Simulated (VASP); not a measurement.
# SiC (P6_3mc) in VASP: a series of runs

Runs on SiC. Level: r2SCAN. Tasks: single point.

Program: VASP 6.6.1. These are calculated values, not measurements. Logs are shortened: lines on timing, memory, paths and dates and some standing lists are left out, and cuts for length are marked.

## Step 1: The cell of the first run

It takes space group P6_3mc (No. 186, hexagonal). Conventional cell: a = 3.246 Å, b = 3.246 Å, c = 4.530 Å, α = 90.00°, β = 90.00°, γ = 120.00°. Si (site symmetry 3m) has 4 C at 1.70 to 1.96 Å within 2.3 Å. Within 2.3 Å of C (site symmetry 3m) lie 4 Si at 1.70 to 1.96 Å.

## Step 2: Single point, r2SCAN

POSCAR

```
SiC
1.0
    3.2463824767      0.0000000000      0.0000000000
   -1.6231912383      2.8114496952      0.0000000000
    0.0000000000      0.0000000000      4.5298065086
Si C
2 2
Direct
    0.3333333333      0.6666666667      0.0046028828
    0.6666666667      0.3333333333      0.5046028828
    0.3333333333      0.6666666667      0.3803971172
    0.6666666667      0.3333333333      0.8803971172
```

INCAR.step1

```
ALGO     = Normal         # electronic algorithm
EDIFF    = 1E-4           # SCF threshold, eV
ENCUT    = 520            # plane-wave cutoff, eV
GGA      = PE             # functional
ISMEAR   = 0              # smearing method
LASPH    = T              # aspherical terms in the spheres
LCHARG   = F              # write CHGCAR
LREAL    = F              # projectors in reciprocal space
LWAVE    = T              # write WAVECAR
NBANDS   = 16             # bands
NELM     = 60             # most SCF steps
PREC     = Accurate       # precision mode
SIGMA    = 0.05           # smearing width, eV
```

INCAR.step2

```
ALGO     = Normal         # electronic algorithm
EDIFF    = 1E-7           # SCF threshold, eV
ENCUT    = 520            # plane-wave cutoff, eV
ISIF     = 2              # what is computed and relaxed
ISMEAR   = 0              # smearing method
ISTART   = 1            
LASPH    = T              # aspherical terms in the spheres
LCHARG   = F              # write CHGCAR
LMIXTAU  = T            
LREAL    = F              # projectors in reciprocal space
LWAVE    = F              # write WAVECAR
METAGGA  = R2SCAN         # meta-GGA
NBANDS   = 16             # bands
NELM     = 60             # most SCF steps
PREC     = Accurate       # precision mode
SIGMA    = 0.05           # smearing width, eV
```

KPOINTS

```
k-points
0
Gamma
  12 12 6
```

Potentials or basis: VASP PAW PBE potentials, release 64 (Si, C).

Launch:

```bash
$ cat potpaw_PBE.64/Si/POTCAR potpaw_PBE.64/C/POTCAR > POTCAR
$ cp INCAR.step1 INCAR
$ mpirun -np 1 vasp_std > vasp.out
$ cp INCAR.step2 INCAR
$ mpirun -np 1 vasp_std > vasp.out
```

OUTCAR:

```text
EDIFF = 1E-7
   ENCUT = 520
   ISIF = 2
   ISMEAR = 0
   ISTART = 1
   LASPH = T
   LREAL = F
   METAGGA = R2SCAN
   NELM = 60
   PREC = Accurate

 ion  position               nearest neighbor table
   1  0.333  0.667  0.005-   3 1.70   4 1.96   4 1.96   4 1.96   2 2.94   2 2.94   2 2.94   2 2.94
                             2 2.94   2 2.94
   2  0.667  0.333  0.505-   4 1.70   3 1.96   3 1.96   3 1.96   1 2.94   1 2.94   1 2.94   1 2.94
                             1 2.94   1 2.94
   3  0.333  0.667  0.380-   1 1.70   2 1.96   2 1.96   2 1.96
   4  0.667  0.333  0.880-   2 1.70   1 1.96   1 1.96   1 1.96

  LATTYP: Found a hexagonal cell.
 ALAT       =     3.2463824767
 C/A-ratio  =     1.3953397485

  Lattice vectors:

 A1 = (   3.2463824767,   0.0000000000,   0.0000000000)
 A2 = (  -1.6231912383,   2.8114496952,   0.0000000000)
 A3 = (   0.0000000000,   0.0000000000,   4.5298065086)

Analysis of symmetry for initial positions (statically):
=====================================================================
 Subroutine PRICEL returns:
 Original cell was already a primitive cell.

 Routine SETGRP: Setting up the symmetry group for a
 hexagonal supercell.

 Subroutine GETGRP returns: Found 12 space group operations
 (whereof  6 operations were pure point group operations)
 out of a pool of 24 trial point group operations.

The static configuration has the point symmetry C_3v.
 The point group associated with its full space group is C_6v.

Analysis of symmetry for dynamics (positions and initial velocities):
=====================================================================
 Subroutine PRICEL returns:
 Original cell was already a primitive cell.

 Routine SETGRP: Setting up the symmetry group for a
 hexagonal supercell.

 Subroutine GETGRP returns: Found 12 space group operations
 (whereof  6 operations were pure point group operations)
 out of a pool of 24 trial point group operations.

The dynamic configuration has the point symmetry C_3v.
 The point group associated with its full space group is C_6v.

 Subroutine INISYM returns: Found 12 space group operations
 (whereof  6 operations are pure point group operations),
 and found     1 'primitive' translations

----------------------------------------------------------------------------------------

                                     Primitive cell

  volume of cell :      41.3437

  direct lattice vectors                    reciprocal lattice vectors
     3.246382477  0.000000000  0.000000000     0.308035177  0.177844192  0.000000000
    -1.623191238  2.811449695  0.000000000     0.000000000  0.355688384  0.000000000
     0.000000000  0.000000000  4.529806509     0.000000000  0.000000000  0.220759981

  length of vectors
     3.246382477  3.246382477  4.529806509     0.355688384  0.355688384  0.220759981

  position of ions in fractional coordinates (direct lattice)
     0.333333333  0.666666667  0.004602883
     0.666666667  0.333333333  0.504602883
     0.333333333  0.666666667  0.380397117
     0.666666667  0.333333333  0.880397117

  ion indices of the primitive-cell ions
   primitive index   ion index
                 1           1
                 2           2
                 3           3
                 4           4

----------------------------------------------------------------------------------------

 KPOINTS: k-points

Automatic generation of k-mesh.
 Grid dimensions read from file:
 generate k-points for:   12   12    6

 Generating k-lattice:

  Cartesian coordinates                     Fractional coordinates (reciprocal lattice)
     0.025669598  0.014820349  0.000000000     0.083333333  0.000000000  0.000000000
     0.000000000  0.029640699  0.000000000     0.000000000  0.083333333  0.000000000
     0.000000000  0.000000000  0.036793330     0.000000000  0.000000000  0.166666667

  Length of vectors
     0.029640699  0.029640699  0.036793330

  Shift w.r.t. Gamma in fractional coordinates (k-lattice)
     0.000000000  0.000000000  0.000000000

 Subroutine IBZKPT returns following result:
 ===========================================

 Found     76 irreducible k-points:

 Following reciprocal coordinates:
            Coordinates               Weight
  0.000000  0.000000  0.000000      1.000000
  0.083333  0.000000  0.000000      6.000000
  0.166667  0.000000  0.000000      6.000000
  0.250000  0.000000  0.000000      6.000000
  0.333333  0.000000  0.000000      6.000000
  0.416667  0.000000  0.000000      6.000000
[... 16 lines left out ...]
  0.250000  0.000000  0.166667     12.000000
  0.333333  0.000000  0.166667     12.000000
 [... further k-points ...]
   k-points           NKPTS =     76   k-points in BZ     NKDIM =     76   number of bands    NBANDS=     16
   number of dos      NEDOS =    301   number of ions     NIONS =      4
   total plane-waves  NPLWV =  20736
   dimension x,y,z NGX =    24 NGY =   24 NGZ =   36
   dimension x,y,z NGXF=    48 NGYF=   48 NGZF=   72
   ions per type =               2   2
   NGX,Y,Z   is equivalent  to a cutoff of  12.29, 12.29, 13.21 a.u.
   NGXF,Y,Z  is equivalent  to a cutoff of  24.58, 24.58, 26.42 a.u.
 SYSTEM =  unknown system
   PREC   = accura    normal or accurate (medium, high low for compatibility)
   ISTART =      1    job   : 0-new  1-cont  2-samecut
   ICHARG =      0    charge: 1-file 2-atom 10-const
   ISPIN  =      1    spin polarized calculation?
   LNONCOLLINEAR =      F non collinear calculations
   LSORBIT =      F    spin-orbit coupling
   LASPH  =      T    aspherical Exc in radial PAW
   ENCUT  =  520.0 eV  38.22 Ry    6.18 a.u.   6.04  6.04  8.42*2*pi/ulx,y,z
   NELM   =     60;   NELMIN=  2; NELMDL=  0     # of ELM steps
   EDIFF  = 0.1E-06   stopping-criterion for ELM
   LREAL  =      F    real-space projection
   EDIFFG = 0.1E-05   stopping-criterion for IOM
   NSW    =      0    number of steps for IOM
   IBRION =     -1    ionic relax: 0-MD 1-quasi-New 2-CG
   NFREE  =      0    steps in history (QN), initial steepest desc. (CG)
   ISIF   =      2    stress and relaxation
   ISYM   =      2    0-nonsym 1-usesym 2-fastsym
   POTIM  = 0.5000    time-step for ionic-motion
   TEBEG  =    0.0;   TEEND  =   0.0 temperature during run
   PSTRESS=    0.0 pullay stress
   NELECT =      16.0000    total number of electrons
   NUPDOWN=      -1.0000    fix difference up-down
   EMIN   =  10.00;   EMAX   =-10.00  energy-range for DOS
   EFERMI =   0.00;   METHOD = LEGACY
   ISMEAR =     0;   SIGMA  =   0.05  broadening in eV -4-tet -1-fermi 0-gaus
   EFERMI_NEDOS =   21; number of points for ismear=-14 and -15
   IALGO  =     38    algorithm
   IMIX   =      4    mixing-type and parameters
     AMIX     =   0.40;   BMIX     =  1.00
     AMIX_MAG =   1.60;   BMIX_MAG =  1.00
  volume/ion in A,a.u.               =      10.34        69.75
  Fermi-wavevector in a.u.,A,eV,Ry     =   1.193012  2.254466 19.364879  1.423278
  Thomas-Fermi vector in A             =   2.329037
   LORBIT       =      0    0 simple, 1 ext, 2 COOP (PROOUT), +10 PAW based schemes
   METAGGA = R2SCAN    functional components
   LHFCALC =     F    Hartree Fock is set to
   AEXX    =    0.0000 exact exchange contribution
   IVDW    =     0    specifies the selected vdW correction
   LEPSILON=     F    determine dielectric tensor
   LRPA    =     F    only Hartree local field effects (RPA)
 non-spin polarized calculation
 Gauss-broadening in eV      SIGMA  =   0.05
  energy-cutoff  :      520.00
  volume of cell :       41.34
 maximum number of plane-waves:      1134
   NGX = 13   NGY = 13   NGZ = 17

 number of electron      15.9999998 magnetization

 Free energy of the ion-electron system (eV)
  ---------------------------------------------------
  ext. energy  EPLUGINS =         0.00000000
  ---------------------------------------------------
  free energy    TOTEN  =       -37.21231710 eV

  energy without entropy =      -37.21231710  energy(sigma->0) =      -37.21231710

 E-fermi :   8.4998     XC(G=0): -11.9043

 val. band max:        8.2638362627   @ k =   0.0833   0.0000   0.0000
 cond. band min:      10.1119072608   @ k =   0.5000   0.0000   0.0000
 fundamental gap:      1.8480709982
 Fermi energy:         8.4997587062

 k-point     1 :       0.0000    0.0000    0.0000
  band No.  band energies     occupation
      1      -8.2904      2.00000
      2      -3.3402      2.00000
      3      -0.3690      2.00000
      4       5.6868      2.00000
      5       5.6868      2.00000
      6       8.0414      2.00000
[... 8 lines left out ...]
     15      19.0122      0.00000
     16      19.0122      0.00000

 k-point     2 :       0.0833    0.0000    0.0000
  band No.  band energies     occupation
      1      -8.1814      2.00000
      2      -3.2732      2.00000
      3      -0.2683      2.00000
      4       5.0241      2.00000
      5       5.4897      2.00000
      6       7.4892      2.00000
[... 8 lines left out ...]
     15      18.2693      0.00000
     16      18.8359      0.00000

 k-point     3 :       0.1667    0.0000    0.0000
  band No.  band energies     occupation
      1      -7.8579      2.00000
      2      -3.0937      2.00000
      3       0.0257      2.00000
      4       3.6575      2.00000
      5       5.0393      2.00000
      6       6.4889      2.00000
[... 8 lines left out ...]
     15      18.2084      0.00000
     16      19.1930      0.00000

 k-point     4 :       0.2500    0.0000    0.0000
  band No.  band energies     occupation
      1      -7.3325      2.00000
      2      -2.8883      2.00000
      3       0.4720      2.00000
      4       2.2951      2.00000
      5       4.5481      2.00000
      6       5.3272      2.00000
[... 8 lines left out ...]
     15      18.9672      0.00000
     16      19.7866      0.00000
[... 324 lines left out ...]
 k-point    22 :       0.1667    0.0000    0.1667
  band No.  band energies     occupation
      1      -7.6812      2.00000
      2      -3.8757      2.00000
      3       0.9131      2.00000
      4       3.9217      2.00000
      5       5.1814      2.00000
      6       5.9205      2.00000
[... 8 lines left out ...]
     15      18.1004      0.00000
     16      19.3692      0.00000

 k-point    23 :       0.2500    0.0000    0.1667
  band No.  band energies     occupation
      1      -7.1589      2.00000
      2      -3.5404      2.00000
      3       0.8886      2.00000
      4       2.8932      2.00000
      5       4.6559      2.00000
      6       4.6975      2.00000
[... 8 lines left out ...]
     15      18.7977      0.00000
     16      20.1680      0.00000

 k-point    24 :       0.3333    0.0000    0.1667
  band No.  band energies     occupation
      1      -6.4683      2.00000
      2      -3.2716      2.00000
      3       0.3370      2.00000
      4       2.7500      2.00000
      5       3.4487      2.00000
      6       4.2954      2.00000
[... 8 lines left out ...]
     15      19.9352      0.00000
     16      20.7885      0.00000

 [... further k-points ...]
[... 5 lines left out ...]
  --------------------------------------------------------------------------------------
  -------------------------------------------------------------------------------------
  Total       -7.0831027     -7.0831027     20.0523789     -0.0000000      0.0000000     -0.0000000
  in kB     -274.4886961   -274.4886960    777.0819674     -0.0000000      0.0000000     -0.0000000
  external PRESSURE =      76.0348584 kB  Pullay stress =       0.0000000 kB

 VOLUME and BASIS-vectors are now :
 -----------------------------------------------------------------------------
  energy-cutoff  :      520.00
  volume of cell :       41.34
      direct lattice vectors                 reciprocal lattice vectors
     3.246382477  0.000000000  0.000000000     0.308035177  0.177844192  0.000000000
    -1.623191238  2.811449695  0.000000000     0.000000000  0.355688384  0.000000000
     0.000000000  0.000000000  4.529806509     0.000000000  0.000000000  0.220759981

 POSITION                                       TOTAL-FORCE (eV/Angst)
 -----------------------------------------------------------------------------------
     -0.00000      1.87430      0.02085        -0.000000      0.000000     -3.131288
      1.62319      0.93715      2.28575         0.000000      0.000000     -3.131288
     -0.00000      1.87430      1.72313        -0.000000      0.000000      3.131288
      1.62319      0.93715      3.98803        -0.000000     -0.000000      3.131288
 -----------------------------------------------------------------------------------
    total drift:                                0.000000      0.000000      0.000707

  FREE ENERGIE OF THE ION-ELECTRON SYSTEM (eV)
  ---------------------------------------------------
  free  energy   TOTEN  =       -37.2123170950 eV

  energy  without entropy=      -37.2123170950  energy(sigma->0) =      -37.21231710
```

Wall time 84 s (1 thread of AMD EPYC 9R45 (Zen 5), shared host); peak memory 0.15 GiB.

Results:

```yaml
Free_energy: -37.2123 eV
Pressure: 7.6 GPa
Largest_force: 3.131 eV/Å
Band_gap_on_the_k_mesh: 1.85 eV, indirect (least direct gap 2.70 eV)
```

Forces in eV/Å, atoms in the order of the input:
```
Si   0.000  0.000 -3.131
Si   0.000  0.000 -3.131
C    0.000  0.000  3.131
C    0.000  0.000  3.131
```

Stress tensor (GPa, compression positive):
```
-27.45   0.00   0.00
  0.00 -27.45   0.00
  0.00   0.00  77.71
```

Caveat: the PAW data sets were made with another functional, which shifts forces and pressure a little.

(Part 1 of 2 ends here.)
